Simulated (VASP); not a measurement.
Runs of VASP 6.6.1 on BN (e600). The structure is that of space group P6_3mc (No. 186), or close to it. The cells are those of the table. 

```csv
task,potentials or basis,cell,cutoff (eV),smearing,second run,gap on the mesh (eV),pressure (GPa)
relaxation of the atoms,"VASP PAW PBE potentials, release 64 (B, N)","atoms relaxed from a = 2.542, b = 2.542, c = 4.161 Å, angles 90.0, 90.0, 120.0°, 4 atoms",520,gaussian 0.02 eV,-,4.98,4.4
single point,"VASP PAW PBE potentials, release 64 (B, N)","a = 2.542, b = 2.542, c = 4.161 Å, angles 90.0, 90.0, 120.0°, 4 atoms",520,gaussian 0.02 eV,-,4.98,4.4
single point,"VASP PAW PBE potentials, release 64 (B, N)","a = 2.542, b = 2.542, c = 4.161 Å, angles 90.0, 90.0, 120.0°, 4 atoms",520,gaussian 0.01 eV,-,4.98,4.4
single point,"VASP PAW PBE potentials, release 64 (B, N)","a = 2.547, b = 2.547, c = 4.161 Å, angles 90.0, 90.0, 120.0°, 4 atoms",520,gaussian 0.02 eV,-,5.00,(a)
relaxation of the atoms,"VASP PAW PBE potentials, release 64 (B, N)","atoms relaxed from a = 2.512, b = 2.512, c = 4.161 Å, angles 90.0, 90.0, 120.0°, 4 atoms",520,gaussian 0.02 eV,-,4.86,14.2
single point,"VASP PAW PBE potentials, release 64 (B, N)","a = 2.512, b = 2.512, c = 4.161 Å, angles 90.0, 90.0, 120.0°, 4 atoms",520,gaussian 0.02 eV,-,4.87,14.2
single point,"VASP PAW PBE potentials, release 64 (B_h, N_h)","a = 2.512, b = 2.512, c = 4.161 Å, angles 90.0, 90.0, 120.0°, 4 atoms",910,gaussian 0.02 eV,hard_potentials,4.87,13.2
```

Alike in all rows: level PBEsol; no spin polarisation; k mesh 9 × 9 × 6.

Question: Estimate the missing entries.

Answer: (a) 2.9.

Caveats: the PAW data sets were made with another functional, which shifts forces and pressure a little; the relaxation stopped at its first step, so nothing moved (some runs); the cutoff is under 1.25 times the usual one of these potentials, so pressure, stress and relaxed cells hold a basis-set (Pulay) error (some runs).

A k mesh can miss the band edges.
